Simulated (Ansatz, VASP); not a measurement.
**Ba3Si: VASP beside Ansatz**

Contents of INCAR:

```
PREC     = Accurate       # precision mode
ENCUT    = 520            # plane-wave cutoff, eV
EDIFF    = 1E-6           # SCF threshold, eV
ISMEAR   = 0              # smearing method
SIGMA    = 0.05           # smearing width, eV
LREAL    = False          # projectors in reciprocal space
LASPH    = True           # aspherical terms in the spheres
NELM     = 100            # most SCF steps
ALGO     = Normal         # electronic algorithm
ISIF     = 2              # what is computed and relaxed
LWAVE    = False          # write WAVECAR
LCHARG   = False          # write CHGCAR
GGA      = CA             # functional
NBANDS   = 25             # bands
```

Contents of KPOINTS:

```
regular mesh
0
Gamma
  6 6 6
```

Contents of POSCAR:

```
Ba3Si
1.0
    5.3833561179      0.0000000000      0.0000000000
    0.0000000000      5.3833561179      0.0000000000
    0.0000000000      0.0000000000      5.3833561179
Ba Si
3 1
Direct
    0.0000000000      0.5000000000      0.5000000000
    0.5000000000      0.5000000000      0.0000000000
    0.5000000000      0.0000000000      0.5000000000
    0.0000000000      0.0000000000      0.0000000000
```

Input for Ansatz:

```yaml
crystal:
  lattice:
    - [5.3833561179, 0.0, 0.0]
    - [0.0, 5.3833561179, 0.0]
    - [0.0, 0.0, 5.3833561179]
  atoms:
    - { symbol: Ba, position: [0.0, 0.5, 0.5] }
    - { symbol: Ba, position: [0.5, 0.5, 0.0] }
    - { symbol: Ba, position: [0.5, 0.0, 0.5] }
    - { symbol: Si, position: [0.0, 0.0, 0.0] }
basis:
  ecutwfc: 420
  ecutrho_ratio: 4
kpoints:
  mp_grid: { grid: [6, 6, 6] }
hamiltonian:
  xc: lda
scf:
  occupations: { method: gaussian, width: 0.05 }
output:
  forces: true
  stress: true
  eigenvalues: true
  populations: true
```

Alike in both runs: task single point; functional LDA; k mesh 6 × 6 × 6; occupations gaussian, width 0.05 eV; no spin polarisation.

```csv
,VASP,Ansatz
version,VASP 6.6.1,Ansatz 0.2.0
potentials or method,"VASP PAW LDA potentials, release 64 (Ba_sv, Si), cutoff 520 eV","scalar-relativistic, plane waves, PAW"
valence electrons in the cell,34,34
```

```csv
,VASP,Ansatz,Ansatz less VASP
gap on the k mesh at the Fermi level (eV),none,none,-
pressure (GPa),-2.1,-2.5,-0.36
```

LDA's correlation is that of Perdew and Zunger in VASP and of Perdew and Wang (1992) in Ansatz. A gap of «none» marks a metal or a gap that the smearing closes.

Neither program's run includes spin-orbit coupling.
